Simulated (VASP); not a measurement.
Ge:

```
Ge
1.0
    -1.68799    1.68799    1.68799
     1.68799   -1.68799    1.68799
     1.68799    1.68799   -1.68799
Ge
1
Direct
  0.00000 0.00000 0.00000
```

This isn't the form of Ge at room conditions, which is diamond.

| Property | Result |
| --- | --- |
| Program | VASP 6.6.1 |
| Task | relaxation of cell and atoms |
| Functional | RPBE |
| Potentials or basis | VASP PAW PBE potentials, release 64 (Ge_d) |
| Cutoff | 600 eV |
| k mesh | 13 × 13 × 13 |
| Occupations | fermi-dirac, width 0.1 eV |
| Spin | no spin polarisation |

At the start: pressure 1.8 GPa; volume 19.24 Å³/atom.

**Question.** Where does the relaxation end?

**Answer.** Over 6 steps the energy falls by 3.6 meV/atom and the volume is 19.82 Å³/atom (+3.0 %); space group Im-3m (No. 229, to 0.1 Å) before and after.

Step by step:
```
step  energy change (eV)  largest force (eV/Å)  pressure (GPa)  volume (Å³)
   1              0.0000                0.0000            1.85        19.24
   2             -0.0036                0.0000            0.14        19.86
   3             -0.0036                0.0000           -0.23        19.93
   4             -0.0036                0.0000           -0.12        19.89
   5             -0.0036                0.0000           -0.16        19.88
   6             -0.0036                0.0000            0.07        19.82
```

Final structure:
```
Ge
1.0
    -1.70482    1.70482    1.70482
     1.70482   -1.70482    1.70482
     1.70482    1.70482   -1.70482
Ge
1
Direct
  0.00000 0.00000 0.00000
```

Caveat: the PAW data sets were made with another functional, which shifts forces and pressure a little.
